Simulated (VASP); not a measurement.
A run of VASP 6.6.1 is set up as follows.

Contents of INCAR:

```
SYSTEM = Li3Si2
ALGO = Fast ; EDIFF = 1E-6
ENCUT = 520 ; GGA = PE
ISIF = 2 ; ISMEAR = 0
LASPH = .True. ; LCHARG = .True.
LELF = .True. ; LREAL = .False.
LVHAR = .True. ; LWAVE = .False.
NBANDS = 16 ; NELM = 60
PREC = Accurate ; SIGMA = 0.1
```

KPOINTS

```
k-points
0
Gamma
  12 12 8
  0 0 0
```

POSCAR

```
Li3Si2
1.0
    4.1597008845      0.0000000000      0.0000000000
   -2.0798504422      3.6024066381      0.0000000000
    0.0000000000      0.0000000000      5.3487545693
Li Si
3 2
Direct
    0.0000000000      0.0000000000      0.0000000000
    0.3333333333      0.6666666667      0.6300502048
    0.6666666667      0.3333333333      0.3699497952
    0.3333333333      0.6666666667      0.1266013439
    0.6666666667      0.3333333333      0.8733986561
```

Potentials or basis: VASP PAW PBE potentials, release 64 (Li_sv, Si).

The run is started by

```bash
$ cat potpaw_PBE.64/Li_sv/POTCAR potpaw_PBE.64/Si/POTCAR > POTCAR
$ mpirun -np 1 vasp_std > vasp.out
```

**Question.** What does it give for the largest force?

**Answer.** 0.008 eV/Å.

**Question.** Predict the band gap on the k mesh.

**Answer.** Zero (an odd number of electrons rules out a gap without spin polarisation).

Forces on the atoms (eV/Å):
```
Li   0.000  0.000  0.000
Li   0.000  0.000  0.008
Li   0.000  0.000 -0.008
Si   0.000  0.000  0.008
Si   0.000  0.000 -0.008
```
